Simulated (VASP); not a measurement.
# Bi (Im-3m) in VASP: a series of runs

The runs below take Bi through single point, relaxation of cell and atoms, with PBE.

All numbers are computed with VASP 6.6.1; they aren't measurements. Logs are shortened: lines on timing, memory, paths and dates and some standing lists are left out, and cuts for length are marked.

## 1. The cell of the first run

Symmetry: Im-3m, No. 229, cubic system. The conventional cell has a = 3.855 Å, b = 3.855 Å, c = 3.855 Å, α = 90.00°, β = 90.00°, γ = 90.00°. Bi (site symmetry m-3m) has 14 Bi at 3.34 to 3.86 Å within 4.4 Å.

## 2. Single point, PBE

The input, INCAR:

```
PREC = Accurate ; ENCUT = 520
EDIFF = 1E-6 ; ISMEAR = -1
SIGMA = 0.08 ; LREAL = F
LASPH = T ; NELM = 100
ALGO = Normal ; ISIF = 2
LWAVE = F ; LCHARG = T
GGA = PE ; LELF = T
LVHAR = T ; NBANDS = 14
```

The input, KPOINTS:

```
regular mesh
0
Gamma
  14 14 14
```

The input, POSCAR:

```
Bi
1.0
   -1.9275579651      1.9275579651      1.9275579651
    1.9275579651     -1.9275579651      1.9275579651
    1.9275579651      1.9275579651     -1.9275579651
Bi
1
Direct
    0.0000000000      0.0000000000      0.0000000000
```

Potentials or basis: VASP PAW PBE potentials, release 64 (Bi_d).

On the command line:

```bash
$ cat potpaw_PBE.64/Bi_d/POTCAR > POTCAR
$ mpirun -np 1 vasp_std > vasp.out
```

OUTCAR:

```text
PREC = Accurate
   ENCUT = 520
   EDIFF = 1E-6
   ISMEAR = -1
   LREAL = F
   LASPH = T
   NELM = 100
   ISIF = 2
   GGA = PE

 ion  position               nearest neighbor table
   1  0.000  0.000  0.000-

  LATTYP: Found a body centered cubic cell.
 ALAT       =     3.8551159302

  Lattice vectors:

 A1 = (  -1.9275579651,   1.9275579651,   1.9275579651)
 A2 = (   1.9275579651,  -1.9275579651,   1.9275579651)
 A3 = (   1.9275579651,   1.9275579651,  -1.9275579651)

Analysis of symmetry for initial positions (statically):
=====================================================================
 Subroutine PRICEL returns:
 Original cell was already a primitive cell.

 Routine SETGRP: Setting up the symmetry group for a
 body centered cubic supercell.

 Subroutine GETGRP returns: Found 48 space group operations
 (whereof 48 operations were pure point group operations)
 out of a pool of 48 trial point group operations.

The static configuration has the point symmetry O_h .

Analysis of symmetry for dynamics (positions and initial velocities):
=====================================================================
 Subroutine PRICEL returns:
 Original cell was already a primitive cell.

 Routine SETGRP: Setting up the symmetry group for a
 body centered cubic supercell.

 Subroutine GETGRP returns: Found 48 space group operations
 (whereof 48 operations were pure point group operations)
 out of a pool of 48 trial point group operations.

The dynamic configuration has the point symmetry O_h .

 Subroutine INISYM returns: Found 48 space group operations
 (whereof 48 operations are pure point group operations),
 and found     1 'primitive' translations

----------------------------------------------------------------------------------------

                                     Primitive cell

  volume of cell :      28.6472

  direct lattice vectors                    reciprocal lattice vectors
    -1.927557965  1.927557965  1.927557965     0.000000000  0.259395572  0.259395572
     1.927557965 -1.927557965  1.927557965     0.259395572  0.000000000  0.259395572
     1.927557965  1.927557965 -1.927557965     0.259395572  0.259395572  0.000000000

  length of vectors
     3.338628330  3.338628330  3.338628330     0.366840735  0.366840735  0.366840735

  position of ions in fractional coordinates (direct lattice)
     0.000000000  0.000000000  0.000000000

  ion indices of the primitive-cell ions
   primitive index   ion index
                 1           1

----------------------------------------------------------------------------------------

 KPOINTS: regular mesh

Automatic generation of k-mesh.
 Grid dimensions read from file:
 generate k-points for:   14   14   14

 Generating k-lattice:

  Cartesian coordinates                     Fractional coordinates (reciprocal lattice)
     0.000000000  0.018528255  0.018528255     0.071428571  0.000000000  0.000000000
     0.018528255  0.000000000  0.018528255     0.000000000  0.071428571  0.000000000
     0.018528255  0.018528255  0.000000000     0.000000000  0.000000000  0.071428571

  Length of vectors
     0.026202910  0.026202910  0.026202910

  Shift w.r.t. Gamma in fractional coordinates (k-lattice)
     0.000000000  0.000000000  0.000000000

 Subroutine IBZKPT returns following result:
 ===========================================

 Found    104 irreducible k-points:

 Following reciprocal coordinates:
            Coordinates               Weight
  0.000000  0.000000  0.000000      1.000000
  0.071429  0.000000  0.000000     12.000000
  0.142857  0.000000  0.000000     12.000000
  0.214286  0.000000  0.000000     12.000000
  0.285714  0.000000  0.000000     12.000000
  0.357143  0.000000  0.000000     12.000000
[... 16 lines left out ...]
  0.285714  0.285714  0.000000     24.000000
  0.357143  0.285714 -0.000000     24.000000
 [... further k-points ...]
   k-points           NKPTS =    104   k-points in BZ     NKDIM =    104   number of bands    NBANDS=     14
   number of dos      NEDOS =    301   number of ions     NIONS =      1
   total plane-waves  NPLWV =  21952
   dimension x,y,z NGX =    28 NGY =   28 NGZ =   28
   dimension x,y,z NGXF=    56 NGYF=   56 NGZF=   56
   ions per type =               1
   NGX,Y,Z   is equivalent  to a cutoff of  13.94, 13.94, 13.94 a.u.
   NGXF,Y,Z  is equivalent  to a cutoff of  27.89, 27.89, 27.89 a.u.
 SYSTEM =  unknown system
   PREC   = accura    normal or accurate (medium, high low for compatibility)
   ISTART =      0    job   : 0-new  1-cont  2-samecut
   ICHARG =      2    charge: 1-file 2-atom 10-const
   ISPIN  =      1    spin polarized calculation?
   LNONCOLLINEAR =      F non collinear calculations
   LSORBIT =      F    spin-orbit coupling
   LASPH  =      T    aspherical Exc in radial PAW
   ENCUT  =  520.0 eV  38.22 Ry    6.18 a.u.   6.21  6.21  6.21*2*pi/ulx,y,z
   NELM   =    100;   NELMIN=  2; NELMDL= -5     # of ELM steps
   EDIFF  = 0.1E-05   stopping-criterion for ELM
   LREAL  =      F    real-space projection
   EDIFFG = 0.1E-04   stopping-criterion for IOM
   NSW    =      0    number of steps for IOM
   IBRION =     -1    ionic relax: 0-MD 1-quasi-New 2-CG
   NFREE  =      0    steps in history (QN), initial steepest desc. (CG)
   ISIF   =      2    stress and relaxation
   ISYM   =      2    0-nonsym 1-usesym 2-fastsym
   POTIM  = 0.5000    time-step for ionic-motion
   TEBEG  =    0.0;   TEEND  =   0.0 temperature during run
   PSTRESS=    0.0 pullay stress
   NELECT =      15.0000    total number of electrons
   NUPDOWN=      -1.0000    fix difference up-down
   EMIN   =  10.00;   EMAX   =-10.00  energy-range for DOS
   EFERMI =   0.00;   METHOD = LEGACY
   ISMEAR =    -1;   SIGMA  =   0.08  broadening in eV -4-tet -1-fermi 0-gaus
   EFERMI_NEDOS =   21; number of points for ismear=-14 and -15
   IALGO  =     38    algorithm
   IMIX   =      4    mixing-type and parameters
     AMIX     =   0.40;   BMIX     =  1.00
     AMIX_MAG =   1.60;   BMIX_MAG =  1.00
  volume/ion in A,a.u.               =      28.65       193.32
  Fermi-wavevector in a.u.,A,eV,Ry     =   1.319505  2.493503 23.689025  1.741094
  Thomas-Fermi vector in A             =   2.449399
   LORBIT       =      0    0 simple, 1 ext, 2 COOP (PROOUT), +10 PAW based schemes
   GGA     = PE    functional components
   LHFCALC =     F    Hartree Fock is set to
   AEXX    =    0.0000 exact exchange contribution
   IVDW    =     0    specifies the selected vdW correction
   LEPSILON=     F    determine dielectric tensor
   LRPA    =     F    only Hartree local field effects (RPA)
 non-spin polarized calculation
  energy-cutoff  :      520.00
  volume of cell :       28.65
 maximum number of plane-waves:       784
 NGX is ok and might be reduce to    28
   NGX = 13   NGY = 13   NGZ = 13

 number of electron      15.0000004 magnetization

 Free energy of the ion-electron system (eV)
  ---------------------------------------------------
  ext. energy  EPLUGINS =         0.00000000
  ---------------------------------------------------
  free energy    TOTEN  =        -3.70631890 eV

  energy without entropy =       -3.69142445  energy(sigma->0) =       -3.69887168

 E-fermi :   8.9510     XC(G=0): -10.6953

 val. band max:        8.9180469417   @ k =  -0.3571   0.3571   0.2857
 cond. band min:       8.9592929196   @ k =  -0.4286   0.4286   0.2857
 fundamental gap:      0.0412459779
 Fermi energy:         8.9510251403

 k-point     1 :       0.0000    0.0000    0.0000
  band No.  band energies     occupation
      1     -14.1263      2.00000
      2     -14.1263      2.00000
      3     -14.1262      2.00000
      4     -13.9572      2.00000
      5     -13.9572      2.00000
      6      -5.1356      2.00000
      7      14.7386      0.00000
      8      14.7386      0.00000
      9      14.7386      0.00000
     10      19.2450      0.00000
     11      19.4759      0.00000
     12      19.4759      0.00000
     13      19.4759      0.00000
     14      21.2222      0.00000

 k-point     2 :       0.0714    0.0000    0.0000
  band No.  band energies     occupation
      1     -14.1289      2.00000
      2     -14.1220      2.00000
      3     -14.1130      2.00000
      4     -13.9603      2.00000
      5     -13.9577      2.00000
      6      -5.0326      2.00000
      7      13.6624      0.00000
      8      14.4019      0.00000
      9      14.6298      0.00000
     10      18.6281      0.00000
     11      19.0709      0.00000
     12      19.3448      0.00000
     13      20.0108      0.00000
     14      21.6696      0.00000

 k-point     3 :       0.1429    0.0000    0.0000
  band No.  band energies     occupation
      1     -14.1364      2.00000
      2     -14.1109      2.00000
      3     -14.0755      2.00000
      4     -13.9683      2.00000
      5     -13.9589      2.00000
      6      -4.7254      2.00000
      7      11.5842      0.00000
      8      13.6175      0.00000
      9      14.3177      0.00000
     10      17.5456      0.00000
     11      18.4153      0.00000
     12      19.2681      0.00000
     13      20.9673      0.00000
     14      22.8158      0.00000
[... 324 lines left out ...]
 k-point    23 :       0.2857    0.2857    0.0000
  band No.  band energies     occupation
      1     -14.1403      2.00000
      2     -14.0407      2.00000
      3     -13.9937      2.00000
      4     -13.9634      2.00000
      5     -13.9092      2.00000
      6      -1.2778      2.00000
      7       4.8520      2.00000
      8       6.5770      2.00000
      9      11.5952      0.00000
     10      17.9400      0.00000
     11      19.2191      0.00000
     12      21.3319      0.00000
     13      24.0410      0.00000
     14      24.1595      0.00000

 k-point    24 :       0.3571    0.2857   -0.0000
  band No.  band energies     occupation
      1     -14.1391      2.00000
      2     -14.0288      2.00000
      3     -14.0019      2.00000
      4     -13.9508      2.00000
      5     -13.9200      2.00000
      6      -1.0505      2.00000
      7       4.8627      2.00000
      8       6.0229      2.00000
      9      11.5145      0.00000
     10      18.0711      0.00000
     11      19.7902      0.00000
     12      20.4112      0.00000
     13      24.0272      0.00000
     14      26.1336      0.00000

 [... further k-points ...]
[... 5 lines left out ...]
  --------------------------------------------------------------------------------------
  -------------------------------------------------------------------------------------
  Total        1.1138102      1.1138102      1.1138102     -0.0000000     -0.0000000      0.0000000
  in kB       62.2930273     62.2930273     62.2930273     -0.0000000     -0.0000000      0.0000000
  external PRESSURE =      62.2930273 kB  Pullay stress =       0.0000000 kB

 VOLUME and BASIS-vectors are now :
 -----------------------------------------------------------------------------
  energy-cutoff  :      520.00
  volume of cell :       28.65
      direct lattice vectors                 reciprocal lattice vectors
    -1.927557965  1.927557965  1.927557965     0.000000000  0.259395572  0.259395572
     1.927557965 -1.927557965  1.927557965     0.259395572  0.000000000  0.259395572
     1.927557965  1.927557965 -1.927557965     0.259395572  0.259395572  0.000000000

 POSITION                                       TOTAL-FORCE (eV/Angst)
 -----------------------------------------------------------------------------------
      0.00000      0.00000      0.00000        -0.000000     -0.000000      0.000000
 -----------------------------------------------------------------------------------
    total drift:                                0.000000     -0.000000      0.000000

  FREE ENERGIE OF THE ION-ELECTRON SYSTEM (eV)
  ---------------------------------------------------
  free  energy   TOTEN  =        -3.7063189031 eV

  energy  without entropy=       -3.6914244511  energy(sigma->0) =       -3.69887168
```

Wall time 35 s (1 thread of AMD EPYC 9R14 (Zen 4), shared host); peak memory 0.15 GiB.

What came out:

```yaml
Free_energy: -3.7063 eV
Pressure: 6.2 GPa
```

Levels at points of the mesh, in eV from the Fermi level:
| k point | band 5 | band 6 | band 7 | band 8 | band 9 | band 10 |
| --- | --- | --- | --- | --- | --- | --- |
| (0.00, 0.00, 0.00) | -22.91 | -14.09 | 5.79 | 5.79 | 5.79 | 10.29 |
| (0.50, 0.00, 0.00) | -22.80 | -10.55 | -5.53 | 1.78 | 3.73 | 6.32 |
| (0.50, 0.50, 0.50) | -22.83 | -8.04 | -1.95 | -1.95 | -1.95 | 3.49 |

Caveat: spin-orbit coupling is left out, which moves the levels of the heavy elements.

## 3. Relaxation of cell and atoms, PBE, target pressure 6.3 GPa, at which the enthalpy is minimised

The input, INCAR:

```
SYSTEM = Bi
PREC = Accurate
ENCUT = 600
EDIFF = 1E-7
ISMEAR = -1
SIGMA = 0.08
LREAL = .FALSE.
LASPH = .TRUE.
NELM = 60
ALGO = Normal
ISIF = 3
LWAVE = .FALSE.
LCHARG = .FALSE.
GGA = PE
IBRION = 2
NSW = 32
EDIFFG = -0.005
PSTRESS = 63.0
```

The input, KPOINTS:

```
regular mesh
0
G
  14 14 14
  0 0 0
```

POSCAR is that of step 2.

Potentials or basis: VASP PAW PBE potentials, release 64 (Bi_d).

On the command line:

```bash
$ cat potpaw_PBE.64/Bi_d/POTCAR > POTCAR
$ mpirun -np 1 vasp_std > vasp.out
```

Run time: 29 s. Hardware: 1 thread of AMD EPYC 9R14 (Zen 4), shared host; peak memory 0.15 GiB.

Results (log left out):

```yaml
Free_energy: -3.7063 eV
Pressure_after_relaxing: 6.3 GPa
```

Final structure:
```
Bi
1.0
    -1.92756    1.92756    1.92756
     1.92756   -1.92756    1.92756
     1.92756    1.92756   -1.92756
Bi
1
Direct
  0.00000 0.00000 0.00000
```

Levels at points of the mesh, in eV from the Fermi level:
| k point | band 5 | band 6 | band 7 | band 8 | band 9 | band 10 |
| --- | --- | --- | --- | --- | --- | --- |
| (0.00, 0.00, 0.00) | -22.91 | -14.09 | 5.79 | 5.79 | 5.79 | 10.48 |
| (0.50, 0.00, 0.00) | -22.80 | -10.55 | -5.53 | 1.78 | 3.73 | 6.32 |
| (0.50, 0.50, 0.50) | -22.83 | -8.04 | -1.95 | -1.95 | -1.95 | 3.49 |

Caveat: the relaxation stopped at its first step, so nothing moved; the cell is relaxed towards a set pressure, so the enthalpy falls and the energy may rise; spin-orbit coupling is left out, which moves the levels of the heavy elements.
